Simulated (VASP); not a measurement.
# CuO (P6_3mc) in VASP: settings compared, part 2 of 2

VASP 6.6.1. The steps go on from the part before.

### 3 Single point, PBEsol+U

Contents of INCAR:

```
PREC = Accurate
ENCUT = 520
EDIFF = 1E-7
ISMEAR = -1
SIGMA = 0.05
LREAL = False
LASPH = True
NELM = 150
ALGO = Normal
ISIF = 2
LWAVE = False
LCHARG = False
LMAXMIX = 4
LDAU = True
LDAUTYPE = 2
LDAUL = 2 -1
LDAUU = 4.5 0
LDAUJ = 0 0
LDAUPRINT = 1
GGA = PS
NBANDS = 25
```

Contents of KPOINTS:

```
Automatic mesh
0
Gamma
  9 9 5
```

Contents of POSCAR:

```
CuO
1.0
    3.2880244300      0.0000000000      0.0000000000
   -1.6440122100      2.8475126800      0.0000000000
    0.0000000000      0.0000000000      5.3850248600
Cu O
2 2
Direct
    0.6666666667      0.3333333333      0.0000000000
    0.3333333333      0.6666666667      0.5000000000
    0.6666666667      0.3333333333      0.6252000000
    0.3333333333      0.6666666667      0.1252000000
```

Potentials or basis: VASP PAW PBE potentials, release 64 (Cu, O).

Started as:

```console
$ cat potpaw_PBE.64/Cu/POTCAR potpaw_PBE.64/O/POTCAR > POTCAR
$ mpirun -np 1 vasp_std > vasp.out
```

Run time: 32 s. Hardware: 1 thread of AMD EPYC 7R13 (Zen 3), shared host; peak memory 0.15 GiB.

It converged, with:

| Quantity | Value |
| --- | --- |
| Free energy | -17.1927 eV |
| Pressure | -16.0 GPa |
| Largest force | 0.035 eV/Å |
| Band gap on the k mesh | zero (bands 17 and 18 overlap by 1.42 eV) |

Forces in eV/Å, atoms in the order of the input:
```
Cu   0.000  0.000 -0.035
Cu   0.000  0.000 -0.035
O    0.000  0.000  0.035
O    0.000  0.000  0.035
```

Stress tensor (GPa, compression positive):
```
-16.56   0.00   0.00
  0.00 -16.56   0.00
  0.00   0.00 -14.88
```

Levels at points of the mesh, in eV from the Fermi level:
```
           k point  band 15  band 16  band 17  band 18  band 19  band 20
(0.00, 0.00, 0.00)     0.05     0.68     0.79     0.79     1.53     6.28
```

Eigenvalues of the final occupation matrices:
| site | spin | trace | eigenvalues |
| --- | --- | --- | --- |
| site 1 d | 1 | 4.63 | 0.90 0.90 0.92 0.96 0.96 |
| site 1 d | 2 | 4.63 | 0.90 0.90 0.92 0.96 0.96 |
| site 2 d | 1 | 4.63 | 0.90 0.90 0.92 0.96 0.96 |
| site 2 d | 2 | 4.63 | 0.90 0.90 0.92 0.96 0.96 |

Caveat: the cell stands under tension; the PAW data sets were made with another functional, which shifts forces and pressure a little; U without spin polarisation on a metal has little footing.

### 4 Relaxation of cell and atoms, LDA

Contents of INCAR:

```
SYSTEM = CuO
  ALGO = Normal
  EDIFF = 1E-7
  EDIFFG = -0.01
  ENCUT = 600
  GGA = CA
  IBRION = 2
  ISIF = 3
  ISMEAR = -1
  LASPH = .True.
  LCHARG = .False.
  LREAL = .False.
  LWAVE = .False.
  NELM = 80
  NSW = 60
  PREC = Accurate
  SIGMA = 0.05
```

Contents of KPOINTS:

```
k-points
0
Gamma
  9 9 5
  0 0 0
```

POSCAR is that of step 3.

Potentials or basis: VASP PAW LDA potentials, release 64 (Cu, O).

Started as:

```console
$ cat potpaw_LDA.64/Cu/POTCAR potpaw_LDA.64/O/POTCAR > POTCAR
$ mpirun -np 1 vasp_std > vasp.out
```

Run time: 5 min. Hardware: 1 thread of AMD EPYC 7R13 (Zen 3), shared host; peak memory 0.16 GiB.

The run converged. Its results:

```yaml
Free_energy: -22.7083 eV
Relaxed_volume: 10.57 Å³/atom
Relaxed_cell: a = 3.037 Å, b = 3.037 Å, c = 5.293 Å, α = 90.00°, β = 90.00°, γ = 120.00°
Space_group_after_relaxing_to_0.1_Å: P6_3mc (No. 186)
Energy_gained_by_relaxing: 149.9 meV/atom
Ionic_steps: 11
Pressure_after_relaxing: 0.0 GPa
Band_gap_on_the_k_mesh: zero (bands 17 and 18 overlap by 1.46 eV)
```

Step by step:
| step | energy change (eV) | largest force (eV/Å) | pressure (GPa) | volume (Å³) |
| --- | --- | --- | --- | --- |
| 1 | 0.0000 | 0.0647 | -19.88 | 50.42 |
| 2 | -0.4484 | 0.2179 | 14.24 | 39.85 |
| 3 | -0.5651 | 0.1565 | -0.05 | 42.68 |
| 4 | -0.5649 | 0.1590 | 0.62 | 42.53 |
| 5 | -0.5729 | 0.1557 | 0.59 | 42.50 |
| 6 | -0.5918 | 0.1162 | 0.51 | 42.38 |
| 7 | -0.5926 | 0.1584 | -0.07 | 42.09 |
| 8 | -0.5996 | 0.0002 | 0.28 | 42.24 |
| 9 | -0.5997 | 0.0106 | 0.27 | 42.23 |
| 10 | -0.5992 | 0.0248 | -0.71 | 42.46 |
| 11 | -0.5997 | 0.0018 | -0.03 | 42.29 |

Final structure:
```xyz
4
Lattice="3.0375 0.0000 0.0000 -1.5187 2.6305 0.0000 0.0000 0.0000 5.2931" Properties=species:S:1:pos:R:3 pbc="T T T"
Cu    1.5187    0.8768    5.2367
Cu    0.0000    1.7537    2.5902
O     1.5187    0.8768    3.3655
O     0.0000    1.7537    0.7190
```

Levels at points of the mesh, in eV from the Fermi level:
```tsv
k point	band 13	band 14	band 15	band 16	band 17	band 18	band 19	band 20	band 21
(0.00, 0.00, 0.00)	-2.16	-0.20	-0.20	0.64	0.84	0.84	1.34	6.52	7.83
```

Caveat: the volume moved by over 15 % at a fixed basis, so the end points are rough; semilocal functionals often make such compounds metallic where correlation or magnetic order opens a gap, which also shifts bond lengths.

### 5 Relaxation of cell and atoms, BLYP

Contents of INCAR:

```
SYSTEM = CuO
PREC = Accurate ; ENCUT = 600
EDIFF = 1E-6 ; ISMEAR = -1
SIGMA = 0.05 ; LREAL = .FALSE.
LASPH = .TRUE. ; NELM = 60
ALGO = Normal ; ISIF = 3
LWAVE = .FALSE. ; LCHARG = .FALSE.
GGA = B5 ; ALDAX = 1.0
AGGAX = 1.0 ; AGGAC = 1.0
ALDAC = 0.0 ; IBRION = 2
NSW = 60 ; EDIFFG = -0.01
```

Contents of KPOINTS:

```
regular mesh
0
G
  9 9 5
  0 0 0
```

POSCAR is that of step 4.

Potentials or basis: VASP PAW PBE potentials, release 64 (Cu, O).

Started as:

```console
$ cat potpaw_PBE.64/Cu/POTCAR potpaw_PBE.64/O/POTCAR > POTCAR
$ mpirun -np 1 vasp_std > vasp.out
```

Run time: 6 min. Hardware: 1 thread of AMD EPYC 7R13 (Zen 3), shared host; peak memory 0.19 GiB.

The run converged. Its results:

```
Free energy                           : -17.7544 eV
Relaxed volume                        : 12.05 Å³/atom
Relaxed cell                          : a = 3.203 Å, b = 3.203 Å, c = 5.424 Å, α = 90.00°, β = 90.00°, γ = 120.00°
Space group after relaxing (to 0.1 Å) : P6_3mc (No. 186)
Energy gained by relaxing             : 10.2 meV/atom
Ionic steps                           : 10
Pressure after relaxing               : 0.1 GPa
Largest force after relaxing          : 0.006 eV/Å
Band gap on the k mesh                : zero (bands 17 and 18 overlap by 1.31 eV)
```

Forces on the atoms (eV/Å):
```
Cu   0.000  0.000 -0.006
Cu   0.000  0.000 -0.006
O    0.000  0.000  0.006
O    0.000  0.000  0.006
```

Stress tensor (GPa, compression positive):
```
0.12 0.00 0.00
0.00 0.12 0.00
0.00 0.00 0.04
```

Step by step:
| step | energy change (eV) | largest force (eV/Å) | pressure (GPa) | volume (Å³) |
| --- | --- | --- | --- | --- |
| 1 | 0.0000 | 0.0753 | -4.39 | 50.42 |
| 2 | -0.0282 | 0.0987 | 1.37 | 47.94 |
| 3 | -0.0298 | 0.0932 | 0.21 | 48.40 |
| 4 | -0.0326 | 0.0880 | 0.19 | 48.39 |
| 5 | -0.0385 | 0.0716 | 0.00 | 48.36 |
| 6 | -0.0363 | 0.0008 | -0.40 | 48.28 |
| 7 | -0.0400 | 0.0508 | -0.19 | 48.33 |
| 8 | -0.0403 | 0.0279 | 0.35 | 48.13 |
| 9 | -0.0406 | 0.0070 | 0.16 | 48.21 |
| 10 | -0.0406 | 0.0062 | 0.10 | 48.21 |

Final structure:
```
CELL_PARAMETERS angstrom
3.20347 0.00000 0.00000
-1.60174 2.77429 0.00000
0.00000 0.00000 5.42441
ATOMIC_POSITIONS crystal
Cu 0.66667 0.33333 0.99337
Cu 0.33333 0.66667 0.49337
O 0.66667 0.33333 0.63183
O 0.33333 0.66667 0.13183
```

Levels at points of the mesh, in eV from the Fermi level:
| k point | band 14 | band 15 | band 16 | band 17 | band 18 | band 19 | band 20 | band 21 |
| --- | --- | --- | --- | --- | --- | --- | --- | --- |
| (0.00, 0.00, 0.00) | -0.10 | -0.10 | 0.68 | 0.74 | 0.74 | 1.23 | 6.07 | 7.88 |

Caveat: the PAW data sets were made with another functional, which shifts forces and pressure a little; semilocal functionals often make such compounds metallic where correlation or magnetic order opens a gap, which also shifts bond lengths.

### 6 Overview

| task | level | potentials or basis | U | cell | cutoff (eV) | gap on the mesh (eV) | pressure (GPa) | relaxed volume (Å³/atom) | largest force (eV/Å) |
| --- | --- | --- | --- | --- | --- | --- | --- | --- | --- |
| single point | PBE+U | VASP PAW PBE potentials, release 64 (Cu, O) | Cu d U = 5.3 eV | as given | 520 | none | -10.1 | - | 0.03 |
| single point | PBEsol+U | VASP PAW PBE potentials, release 64 (Cu, O) | Cu d U = 4.5 eV | as given | 520 | none | -16.0 | - | 0.03 |
| relaxation of cell and atoms | LDA | VASP PAW LDA potentials, release 64 (Cu, O) | - | relaxed | 600 | none | 0.0 | 10.57 | - |
| relaxation of cell and atoms | BLYP | VASP PAW PBE potentials, release 64 (Cu, O) | - | relaxed | 600 | none | 0.1 | 12.05 | 0.01 |

Alike in all rows: no spin polarisation; k mesh 9 × 9 × 5; smearing fermi-dirac 0.05 eV.

Caveats: the cell stands under tension (at least some runs); U without spin polarisation on a metal has little footing (at least some runs); the PAW data sets were made with another functional, which shifts forces and pressure a little (at least some runs); semilocal functionals often make such compounds metallic where correlation or magnetic order opens a gap, which also shifts bond lengths (at least some runs); the volume moved by over 15 % at a fixed basis, so the end points are rough (at least some runs).

Absolute energies hang on the potentials; compare differences alone.
